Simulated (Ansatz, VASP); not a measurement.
## Si3N4 in VASP and in Ansatz

```
Si N
1.0
     0.00000    3.70390    3.70390
     3.70390    0.00000    3.70390
     3.70390    3.70390    0.00000
Si N
6 8
Direct
  0.12500 0.12500 0.62500
  0.12500 0.62500 0.12500
  0.62500 0.12500 0.12500
  0.12500 0.12500 0.12500
  0.75000 0.75000 0.75000
  0.50000 0.50000 0.50000
  0.36818 0.36818 0.36818
  0.35453 0.88182 0.88182
  0.88182 0.88182 0.35453
  0.88182 0.35453 0.88182
  0.36818 0.36818 0.89547
  0.36818 0.89547 0.36818
  0.88182 0.88182 0.88182
  0.89547 0.36818 0.36818
```

Alike in both runs: functional r2SCAN; k mesh 6 × 6 × 6; occupations gaussian, width 0.02 eV; no spin polarisation.

Ansatz relaxed the structure, and its values are those at the end. VASP's run is a single point on that final structure, the one shown.

|  | VASP | Ansatz |
| --- | --- | --- |
| version | VASP 6.6.1 | Ansatz 0.2.0 |
| potentials or method | VASP PAW PBE potentials, release 64 (Si, N), cutoff 520 eV | scalar-relativistic, plane waves, PAW |
| valence electrons in the cell | 64 | 64 |

Ansatz gave:

```
gap on the k mesh at the Fermi level (eV) : 4.59
least direct gap on the mesh (eV)         : 4.59
rms of the force components (eV/Å)        : 0.000
```

Problem. What did VASP give for the same quantities?

Solution. gap on the k mesh at the Fermi level (eV): 4.59; least direct gap on the mesh (eV): 4.59; rms of the force components (eV/Å): 0.013.

VASP's potentials were made for PBE, not for r2SCAN. The functional is the same, so the differences come from potentials, cutoffs and numerics. Ansatz's warnings: stress scf threshold loose.
